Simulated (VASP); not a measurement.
# CdTe (zincblende type) (F-43m) in VASP: further runs

The runs below take CdTe (zincblende type) through single point, with PBEsol.

Program: VASP 6.6.1. These are calculated values, not measurements. Logs are shortened: lines on timing, memory, paths and dates and some standing lists are left out, and cuts for length are marked.

## (1) The cell of the first run

Symmetry: F-43m, No. 216, cubic system. The conventional cell has a = 5.817 Å, b = 5.817 Å, c = 5.817 Å, α = 90.00°, β = 90.00°, γ = 90.00°. Within 3.3 Å of Cd (site symmetry -43m) lie 4 Te at 2.52 Å. Within 3.3 Å of Te (site symmetry -43m) lie 4 Cd at 2.52 Å.

## (2) Single point, PBEsol (volume scaled by 0.72)

File INCAR:

```
SYSTEM = CdTe
PREC = Accurate
ENCUT = 520
EDIFF = 1E-6
ISMEAR = -1
SIGMA = 0.05
LREAL = .False.
LASPH = .True.
NELM = 100
ALGO = Normal
ISIF = 2
LWAVE = .False.
LCHARG = .False.
GGA = PS
NBANDS = 16
```

File KPOINTS:

```
regular mesh
0
Gamma
  12 12 12
  0 0 0
```

File POSCAR:

```
CdTe
1.0
    0.0000000000      2.9085060743      2.9085060743
    2.9085060743      0.0000000000      2.9085060743
    2.9085060743      2.9085060743      0.0000000000
Cd Te
1 1
Direct
    0.0000000000      0.0000000000      0.0000000000
    0.2500000000      0.2500000000      0.2500000000
```

Potentials or basis: VASP PAW PBE potentials, release 64 (Cd, Te).

Launch:

```bash
$ cat potpaw_PBE.64/Cd/POTCAR potpaw_PBE.64/Te/POTCAR > POTCAR
$ mpirun -np 1 vasp_std > vasp.out
```

OUTCAR:

```text
SYSTEM = CdTe
   PREC = Accurate
   ENCUT = 520
   EDIFF = 1E-6
   ISMEAR = -1
   LREAL = .False.
   LASPH = .True.
   NELM = 100
   ISIF = 2
   GGA = PS

 ion  position               nearest neighbor table
   1  0.000  0.000  0.000-   2 2.52   2 2.52   2 2.52   2 2.52
   2  0.250  0.250  0.250-   1 2.52   1 2.52   1 2.52   1 2.52

  LATTYP: Found a face centered cubic cell.
 ALAT       =     5.8170121486

  Lattice vectors:

 A1 = (   0.0000000000,   2.9085060743,   2.9085060743)
 A2 = (   2.9085060743,   0.0000000000,   2.9085060743)
 A3 = (   2.9085060743,   2.9085060743,   0.0000000000)

Analysis of symmetry for initial positions (statically):
=====================================================================
 Subroutine PRICEL returns:
 Original cell was already a primitive cell.

 Routine SETGRP: Setting up the symmetry group for a
 face centered cubic supercell.

 Subroutine GETGRP returns: Found 24 space group operations
 (whereof 24 operations were pure point group operations)
 out of a pool of 48 trial point group operations.

The static configuration has the point symmetry T_d .

Analysis of symmetry for dynamics (positions and initial velocities):
=====================================================================
 Subroutine PRICEL returns:
 Original cell was already a primitive cell.

 Routine SETGRP: Setting up the symmetry group for a
 face centered cubic supercell.

 Subroutine GETGRP returns: Found 24 space group operations
 (whereof 24 operations were pure point group operations)
 out of a pool of 48 trial point group operations.

The dynamic configuration has the point symmetry T_d .

 Subroutine INISYM returns: Found 24 space group operations
 (whereof 24 operations are pure point group operations),
 and found     1 'primitive' translations

----------------------------------------------------------------------------------------

                                     Primitive cell

  volume of cell :      49.2085

  direct lattice vectors                    reciprocal lattice vectors
     0.000000000  2.908506074  2.908506074    -0.171909560  0.171909560  0.171909560
     2.908506074  0.000000000  2.908506074     0.171909560 -0.171909560  0.171909560
     2.908506074  2.908506074  0.000000000     0.171909560  0.171909560 -0.171909560

  length of vectors
     4.113248737  4.113248737  4.113248737     0.297756093  0.297756093  0.297756093

  position of ions in fractional coordinates (direct lattice)
     0.000000000  0.000000000  0.000000000
     0.250000000  0.250000000  0.250000000

  ion indices of the primitive-cell ions
   primitive index   ion index
                 1           1
                 2           2

----------------------------------------------------------------------------------------

 KPOINTS: regular mesh

Automatic generation of k-mesh.
 Grid dimensions read from file:
 generate k-points for:   12   12   12

 Generating k-lattice:

  Cartesian coordinates                     Fractional coordinates (reciprocal lattice)
    -0.014325797  0.014325797  0.014325797     0.083333333  0.000000000  0.000000000
     0.014325797 -0.014325797  0.014325797     0.000000000  0.083333333  0.000000000
     0.014325797  0.014325797 -0.014325797     0.000000000  0.000000000  0.083333333

  Length of vectors
     0.024813008  0.024813008  0.024813008

  Shift w.r.t. Gamma in fractional coordinates (k-lattice)
     0.000000000  0.000000000  0.000000000

 Subroutine IBZKPT returns following result:
 ===========================================

 Found     72 irreducible k-points:

 Following reciprocal coordinates:
            Coordinates               Weight
  0.000000  0.000000  0.000000      1.000000
  0.083333  0.000000  0.000000      8.000000
  0.166667  0.000000  0.000000      8.000000
  0.250000  0.000000  0.000000      8.000000
  0.333333  0.000000  0.000000      8.000000
  0.416667  0.000000  0.000000      8.000000
[... 16 lines left out ...]
  0.500000  0.166667  0.000000     24.000000
 -0.416667  0.166667  0.000000     24.000000
 [... further k-points ...]
   k-points           NKPTS =     72   k-points in BZ     NKDIM =     72   number of bands    NBANDS=     16
   number of dos      NEDOS =    301   number of ions     NIONS =      2
   total plane-waves  NPLWV =  32768
   dimension x,y,z NGX =    32 NGY =   32 NGZ =   32
   dimension x,y,z NGXF=    64 NGYF=   64 NGZF=   64
   ions per type =               1   1
   NGX,Y,Z   is equivalent  to a cutoff of  12.93, 12.93, 12.93 a.u.
   NGXF,Y,Z  is equivalent  to a cutoff of  25.87, 25.87, 25.87 a.u.
 SYSTEM =  CdTe
   PREC   = accura    normal or accurate (medium, high low for compatibility)
   ISTART =      0    job   : 0-new  1-cont  2-samecut
   ICHARG =      2    charge: 1-file 2-atom 10-const
   ISPIN  =      1    spin polarized calculation?
   LNONCOLLINEAR =      F non collinear calculations
   LSORBIT =      F    spin-orbit coupling
   LASPH  =      T    aspherical Exc in radial PAW
   ENCUT  =  520.0 eV  38.22 Ry    6.18 a.u.   7.65  7.65  7.65*2*pi/ulx,y,z
   NELM   =    100;   NELMIN=  2; NELMDL= -5     # of ELM steps
   EDIFF  = 0.1E-05   stopping-criterion for ELM
   LREAL  =      F    real-space projection
   EDIFFG = 0.1E-04   stopping-criterion for IOM
   NSW    =      0    number of steps for IOM
   IBRION =     -1    ionic relax: 0-MD 1-quasi-New 2-CG
   NFREE  =      0    steps in history (QN), initial steepest desc. (CG)
   ISIF   =      2    stress and relaxation
   ISYM   =      2    0-nonsym 1-usesym 2-fastsym
   POTIM  = 0.5000    time-step for ionic-motion
   TEBEG  =    0.0;   TEEND  =   0.0 temperature during run
   PSTRESS=    0.0 pullay stress
   NELECT =      18.0000    total number of electrons
   NUPDOWN=      -1.0000    fix difference up-down
   EMIN   =  10.00;   EMAX   =-10.00  energy-range for DOS
   EFERMI =   0.00;   METHOD = LEGACY
   ISMEAR =    -1;   SIGMA  =   0.05  broadening in eV -4-tet -1-fermi 0-gaus
   EFERMI_NEDOS =   21; number of points for ismear=-14 and -15
   IALGO  =     38    algorithm
   IMIX   =      4    mixing-type and parameters
     AMIX     =   0.40;   BMIX     =  1.00
     AMIX_MAG =   1.60;   BMIX_MAG =  1.00
  volume/ion in A,a.u.               =      24.60       166.04
  Fermi-wavevector in a.u.,A,eV,Ry     =   1.170808  2.212506 18.650750  1.370791
  Thomas-Fermi vector in A             =   2.307261
   LORBIT       =      0    0 simple, 1 ext, 2 COOP (PROOUT), +10 PAW based schemes
   GGA     = PS    functional components
   LHFCALC =     F    Hartree Fock is set to
   AEXX    =    0.0000 exact exchange contribution
   IVDW    =     0    specifies the selected vdW correction
   LEPSILON=     F    determine dielectric tensor
   LRPA    =     F    only Hartree local field effects (RPA)
 non-spin polarized calculation
  energy-cutoff  :      520.00
  volume of cell :       49.21
 maximum number of plane-waves:      1363
   NGX = 15   NGY = 15   NGZ = 15

 number of electron      18.0000004 magnetization

 Free energy of the ion-electron system (eV)
  ---------------------------------------------------
  ext. energy  EPLUGINS =         0.00000000
  ---------------------------------------------------
  free energy    TOTEN  =        -4.15733377 eV

  energy without entropy =       -4.15733377  energy(sigma->0) =       -4.15733377

 E-fermi :   6.6520     XC(G=0): -10.2973

 val. band max:        5.8762484453   @ k =   0.0000   0.0000   0.0000
 cond. band min:       7.4357574112   @ k =   0.5000   0.5000   0.0000
 fundamental gap:      1.5595089659
 Fermi energy:         6.6519961569

 k-point     1 :       0.0000    0.0000    0.0000
  band No.  band energies     occupation
      1      -7.8363      2.00000
      2      -4.1812      2.00000
      3      -4.1812      2.00000
      4      -4.1812      2.00000
      5      -3.5935      2.00000
      6      -3.5935      2.00000
[... 8 lines left out ...]
     15      15.6685      0.00000
     16      15.6685      0.00000

 k-point     2 :       0.0833    0.0000    0.0000
  band No.  band energies     occupation
      1      -7.7849      2.00000
      2      -4.1694      2.00000
      3      -4.1694      2.00000
      4      -4.1607      2.00000
      5      -3.5955      2.00000
      6      -3.5955      2.00000
[... 8 lines left out ...]
     15      14.7875      0.00000
     16      14.7875      0.00000

 k-point     3 :       0.1667    0.0000    0.0000
  band No.  band energies     occupation
      1      -7.6426      2.00000
      2      -4.1385      2.00000
      3      -4.1385      2.00000
      4      -4.0855      2.00000
      5      -3.5992      2.00000
      6      -3.5992      2.00000
[... 8 lines left out ...]
     15      14.2510      0.00000
     16      14.2510      0.00000

 k-point     4 :       0.2500    0.0000    0.0000
  band No.  band energies     occupation
      1      -7.4450      2.00000
      2      -4.0999      2.00000
      3      -4.0999      2.00000
      4      -3.9182      2.00000
      5      -3.5991      2.00000
      6      -3.5991      2.00000
[... 8 lines left out ...]
     15      14.2854      0.00000
     16      14.2854      0.00000

 k-point     5 :       0.3333    0.0000    0.0000
  band No.  band energies     occupation
      1      -7.2468      2.00000
      2      -4.0670      2.00000
      3      -4.0670      2.00000
      4      -3.6152      2.00000
      5      -3.5913      2.00000
      6      -3.5913      2.00000
[... 8 lines left out ...]
     15      14.9413      0.00000
     16      14.9413      0.00000

 k-point     6 :       0.4167    0.0000    0.0000
  band No.  band energies     occupation
      1      -7.1046      2.00000
      2      -4.0474      2.00000
      3      -4.0474      2.00000
      4      -3.5798      2.00000
      5      -3.5798      2.00000
      6      -3.1878      2.00000
[... 8 lines left out ...]
     15      15.9777      0.00000
     16      15.9777      0.00000

 k-point     7 :       0.5000    0.0000    0.0000
  band No.  band energies     occupation
      1      -7.0538      2.00000
      2      -4.0413      2.00000
      3      -4.0413      2.00000
      4      -3.5743      2.00000
      5      -3.5743      2.00000
      6      -2.9079      2.00000
[... 8 lines left out ...]
     15      16.7554      0.00000
     16      16.7554      0.00000

 k-point     8 :       0.0833    0.0833    0.0000
  band No.  band energies     occupation
      1      -7.7678      2.00000
      2      -4.1667      2.00000
      3      -4.1591      2.00000
      4      -4.1591      2.00000
      5      -3.6031      2.00000
      6      -3.5892      2.00000
[... 8 lines left out ...]
     15      14.3186      0.00000
     16      15.7968      0.00000

 k-point     9 :       0.1667    0.0833    0.0000
  band No.  band energies     occupation
      1      -7.6558      2.00000
      2      -4.1442      2.00000
      3      -4.1285      2.00000
      4      -4.1071      2.00000
      5      -3.6115      2.00000
      6      -3.5865      2.00000
[... 8 lines left out ...]
     15      14.8679      0.00000
     16      15.1518      0.00000
[... 172 lines left out ...]
 k-point    19 :       0.1667    0.1667    0.0000
  band No.  band energies     occupation
      1      -7.5783      2.00000
      2      -4.1141      2.00000
      3      -4.0962      2.00000
      4      -4.0962      2.00000
      5      -3.6210      2.00000
      6      -3.5775      2.00000
[... 8 lines left out ...]
     15      15.7164      0.00000
     16      15.9645      0.00000

 k-point    20 :       0.2500    0.1667    0.0000
  band No.  band energies     occupation
      1      -7.4296      2.00000
      2      -4.0844      2.00000
      3      -4.0525      2.00000
      4      -4.0055      2.00000
      5      -3.6155      2.00000
      6      -3.5711      2.00000
[... 8 lines left out ...]
     15      15.7766      0.00000
     16      16.0803      0.00000

 k-point    21 :       0.3333    0.1667    0.0000
  band No.  band energies     occupation
      1      -7.2502      2.00000
      2      -4.0556      2.00000
      3      -4.0120      2.00000
      4      -3.8447      2.00000
      5      -3.5655      2.00000
      6      -3.5496      2.00000
[... 8 lines left out ...]
     15      15.8036      0.00000
     16      16.0513      0.00000

 k-point    22 :       0.4167    0.1667    0.0000
  band No.  band energies     occupation
      1      -7.0915      2.00000
      2      -4.0337      2.00000
      3      -3.9859      2.00000
      4      -3.7183      2.00000
      5      -3.5628      2.00000
      6      -3.2956      2.00000
[... 8 lines left out ...]
     15      16.3593      0.00000
     16      16.8176      0.00000

 k-point    23 :       0.5000    0.1667    0.0000
  band No.  band energies     occupation
      1      -6.9960      2.00000
      2      -4.0224      2.00000
      3      -3.9775      2.00000
      4      -3.6569      2.00000
      5      -3.5694      2.00000
      6      -2.9106      2.00000
[... 8 lines left out ...]
     15      16.7496      0.00000
     16      16.9159      0.00000

 k-point    24 :      -0.4167    0.1667    0.0000
  band No.  band energies     occupation
      1      -6.9841      2.00000
      2      -4.0187      2.00000
      3      -3.9849      2.00000
      4      -3.6247      2.00000
      5      -3.5879      2.00000
      6      -2.8211      2.00000
[... 8 lines left out ...]
     15      15.6809      0.00000
     16      16.1304      0.00000

 [... further k-points ...]
[... 5 lines left out ...]
  --------------------------------------------------------------------------------------
  -------------------------------------------------------------------------------------
  Total        9.3203789      9.3203789      9.3203789      0.0000000      0.0000000      0.0000000
  in kB      303.4619398    303.4619398    303.4619398      0.0000000      0.0000000      0.0000000
  external PRESSURE =     303.4619398 kB  Pullay stress =       0.0000000 kB

 VOLUME and BASIS-vectors are now :
 -----------------------------------------------------------------------------
  energy-cutoff  :      520.00
  volume of cell :       49.21
      direct lattice vectors                 reciprocal lattice vectors
     0.000000000  2.908506074  2.908506074    -0.171909560  0.171909560  0.171909560
     2.908506074  0.000000000  2.908506074     0.171909560 -0.171909560  0.171909560
     2.908506074  2.908506074  0.000000000     0.171909560  0.171909560 -0.171909560

 POSITION                                       TOTAL-FORCE (eV/Angst)
 -----------------------------------------------------------------------------------
      0.00000      0.00000      0.00000        -0.000000     -0.000000     -0.000000
      1.45425      1.45425      1.45425         0.000000      0.000000      0.000000
 -----------------------------------------------------------------------------------
    total drift:                                0.000000      0.000000      0.000000

  FREE ENERGIE OF THE ION-ELECTRON SYSTEM (eV)
  ---------------------------------------------------
  free  energy   TOTEN  =        -4.1573337693 eV

  energy  without entropy=       -4.1573337675  energy(sigma->0) =       -4.15733377
```

Run time: 37 s. Hardware: 1 thread of Intel Xeon Platinum 8259CL at 2.50GHz (Skylake/Cascade Lake), shared host; peak memory 0.21 GiB.

What came out:

```
Free energy            : -4.1573 eV
Pressure               : 30.3 GPa
Band gap on the k mesh : 1.56 eV, indirect (least direct gap 1.65 eV)
```

Caveat: the PAW data sets were made with another functional, which shifts forces and pressure a little; spin-orbit coupling is left out, which moves the levels of the heavy elements. A k mesh can miss the band edges.

(Continued in part 2 of 2.)
